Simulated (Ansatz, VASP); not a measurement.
## One calculation of BP, two programs

The input INCAR:

```
SYSTEM = BP
  PREC = Accurate
  ENCUT = 520
  EDIFF = 1E-7
  ISMEAR = -1
  SIGMA = 0.1
  LREAL = .FALSE.
  LASPH = .TRUE.
  NELM = 80
  ALGO = Normal
  ISIF = 2
  LWAVE = .FALSE.
  LCHARG = .FALSE.
  GGA = PS
  NBANDS = 11
```

Contents of KPOINTS:

```
regular mesh
0
G
  15 15 15
  0 0 0
```

File POSCAR:

```
BP
1.0
    0.0000000000      2.0554751410      2.0554751410
    2.0554751410      0.0000000000      2.0554751410
    2.0554751410      2.0554751410      0.0000000000
B P
1 1
Direct
    0.0000000000      0.0000000000      0.0000000000
    0.5000000000      0.5000000000      0.5000000000
```

Input for Ansatz:

```yaml
crystal:
  lattice:
    - [0.0, 2.055475141, 2.055475141]
    - [2.055475141, 0.0, 2.055475141]
    - [2.055475141, 2.055475141, 0.0]
  atoms:
    - { symbol: B, position: [0.0, 0.0, 0.0] }
    - { symbol: P, position: [0.5, 0.5, 0.5] }
kpoints:
  mp_grid: { grid: [15, 15, 15] }
scf:
  occupations: { method: fermi_dirac, width: 0.1 }
hamiltonian:
  xc: pbesol
  pseudopotentials: { kind: paw }
output:
  forces: true
  stress: true
  eigenvalues: true
  populations: true
```

Change from the starting cell: volume scaled by 0.88, PAW files.

Alike in both runs: task single point; functional PBEsol; k mesh 15 × 15 × 15; occupations fermi-dirac, width 0.1 eV; no spin polarisation.

|  | VASP | Ansatz |
| --- | --- | --- |
| version | VASP 6.6.1 | Ansatz 0.2.0 |
| potentials or method | VASP PAW PBE potentials, release 64 (B, P) | PAW with Ansatz's default frozen-core files, scalar-relativistic |
| plane-wave cutoff (eV) | 520 | 420 |
| valence electrons in the cell | 8 | 8 |

|  | VASP | Ansatz | Ansatz less VASP |
| --- | --- | --- | --- |
| pressure (GPa) | 27.6 | 27.4 | -0.26 |

VASP's potentials were made for PBE, not for PBEsol. The functional is the same, so the differences come from potentials, cutoffs and numerics.
